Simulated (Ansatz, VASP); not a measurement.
**AlN: VASP beside Ansatz**

Contents of POSCAR:

```
AlN
1.0
    3.1181788264      0.0000000000      0.0000000000
   -1.5590894132      2.7004220772      0.0000000000
    0.0000000000      0.0000000000     15.1983573000
Al N
6 6
Direct
    0.0000000000      0.0000000000      0.1876380000
    0.0000000000      0.0000000000      0.6876380000
    0.3333333333      0.6666666667      0.5205500000
    0.6666666667      0.3333333333      0.0205500000
    0.3333333333      0.6666666667      0.8533970000
    0.6666666667      0.3333333333      0.3533970000
    0.0000000000      0.0000000000      0.3127860000
    0.0000000000      0.0000000000      0.8127860000
    0.3333333333      0.6666666667      0.9792560000
    0.6666666667      0.3333333333      0.4792560000
    0.3333333333      0.6666666667      0.6463720000
    0.6666666667      0.3333333333      0.1463720000
```

File INCAR.step1:

```
PREC = Accurate ; ENCUT = 520
ISMEAR = 0 ; SIGMA = 0.02
LREAL = False ; LASPH = True
NELM = 80 ; NBANDS = 36
GGA = PE ; ALGO = Normal
EDIFF = 1E-4 ; LWAVE = True
LCHARG = False
```

File INCAR.step2:

```
PREC = Accurate ; ENCUT = 520
EDIFF = 1E-6 ; ISMEAR = 0
SIGMA = 0.02 ; LREAL = False
LASPH = True ; NELM = 80
ALGO = Normal ; ISIF = 2
LWAVE = False ; LCHARG = False
METAGGA = R2SCAN ; LMIXTAU = True
NBANDS = 36 ; ISTART = 1
```

The input KPOINTS:

```
regular mesh
0
Gamma
  12 12 2
```

Input for Ansatz:

```yaml
crystal:
  lattice:
    - [3.1181788264, 0.0, 0.0]
    - [-1.5590894132, 2.7004220772, 0.0]
    - [0.0, 0.0, 15.1983573]
  atoms:
    - { symbol: Al, position: [0.0, 0.0, 0.187638] }
    - { symbol: Al, position: [0.0, 0.0, 0.687638] }
    - { symbol: Al, position: [0.3333333333, 0.6666666667, 0.52055] }
    - { symbol: Al, position: [0.6666666667, 0.3333333333, 0.02055] }
    - { symbol: Al, position: [0.3333333333, 0.6666666667, 0.853397] }
    - { symbol: Al, position: [0.6666666667, 0.3333333333, 0.353397] }
    - { symbol: "N", position: [0.0, 0.0, 0.312786] }
    - { symbol: "N", position: [0.0, 0.0, 0.812786] }
    - { symbol: "N", position: [0.3333333333, 0.6666666667, 0.979256] }
    - { symbol: "N", position: [0.6666666667, 0.3333333333, 0.479256] }
    - { symbol: "N", position: [0.3333333333, 0.6666666667, 0.646372] }
    - { symbol: "N", position: [0.6666666667, 0.3333333333, 0.146372] }
basis:
  ecutwfc: 500
kpoints:
  mp_grid: { grid: [12, 12, 2] }
  band_path:
    path:
      - [[0.0, 0.0, 0.0], [0.5, 0.0, 0.0], [0.33333333, 0.33333333, 0.0], [0.0, 0.0, 0.0], [0.0, 0.0, 0.5], [0.5, 0.0, 0.5], [0.33333333, 0.33333333, 0.5], [0.0, 0.0, 0.5]]
      - [[0.5, 0.0, 0.5], [0.5, 0.0, 0.0]]
      - [[0.33333333, 0.33333333, 0.5], [0.33333333, 0.33333333, 0.0]]
    npoints: 10
hamiltonian:
  xc: r2scan
scf:
  occupations: { method: gaussian, width: 0.02 }
  n_extra_bands: 30
output:
  forces: true
  stress: true
  eigenvalues: true
  populations: true
  dos: { projected: true, de: 0.02, nscf_kmesh: { grid: [18, 18, 3] } }
  bader: false
```

Alike in both runs: task single point; functional r2SCAN; k mesh 12 × 12 × 2; occupations gaussian, width 0.02 eV; no spin polarisation.

```csv
,VASP,Ansatz
version,VASP 6.6.1,Ansatz 0.2.0
potentials or method,"VASP PAW PBE potentials, release 64 (Al, N), cutoff 520 eV","scalar-relativistic, plane waves, PAW"
valence electrons in the cell,48,48
```

Ansatz gave:

```
gap on the k mesh at the Fermi level (eV)                     : 4.41
least direct gap on the mesh (eV)                             : 4.64
pressure (GPa)                                                : -4.6
traceless stress, the component that is largest in VASP (GPa) : 0.04
```

Question: Which values does VASP return?

Answer: gap on the k mesh at the Fermi level (eV): 4.41; least direct gap on the mesh (eV): 4.68; pressure (GPa): -5.0; traceless stress, the component that is largest in VASP (GPa): 0.05.

VASP's potentials were made for PBE, not for r2SCAN.
